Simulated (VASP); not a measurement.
Write the native input for VASP 6.6.1 that does the following.

| Item | Value |
| --- | --- |
| Task | single point |
| Functional | LDA |
| Potentials or basis | VASP PAW LDA potentials, release 64 (In_d) |
| Cutoff | 520 eV |
| k mesh | 15 × 15 × 15 |
| Occupations | fermi-dirac, width 0.05 eV |
| Spin | no spin polarisation |
| Dipole correction | no |
| Further INCAR settings | ALGO = Normal; EDIFF = 1e-06; NBANDS = 12 |

The structure of In lies in POSCAR:

```
In
1.0
   -1.7873865451      1.7873865451      1.7873865451
    1.7873865451     -1.7873865451      1.7873865451
    1.7873865451      1.7873865451     -1.7873865451
In
1
Direct
    0.0000000000      0.0000000000      0.0000000000
```

This isn't the form of In at room conditions, which is tetragonal.

One way to write it, as run:

INCAR

```
SYSTEM = In
PREC = Accurate
ENCUT = 520
EDIFF = 1E-6
ISMEAR = -1
SIGMA = 0.05
LREAL = .FALSE.
LASPH = .TRUE.
NELM = 80
ALGO = Normal
ISIF = 2
LWAVE = .FALSE.
LCHARG = .TRUE.
LELF = .TRUE.
LVHAR = .TRUE.
NBANDS = 12
```

KPOINTS

```
regular mesh
0
G
  15 15 15
  0 0 0
```

Potentials or basis: VASP PAW LDA potentials, release 64 (In_d).

Run with:

```console
$ cat potpaw_LDA.64/In_d/POTCAR > POTCAR
$ mpirun -np 1 vasp_std > vasp.out
```

It gave:

- Pressure: 5.0 GPa
- Band gap on the k mesh: zero (an odd number of electrons rules out a gap without spin polarisation)

Caveat: the cell stands under pressure; spin-orbit coupling is left out, which moves the levels of the heavy elements.

It took 29 s on 1 thread of Intel Xeon 8259CL, on a shared host, peak memory 0.15 GiB.
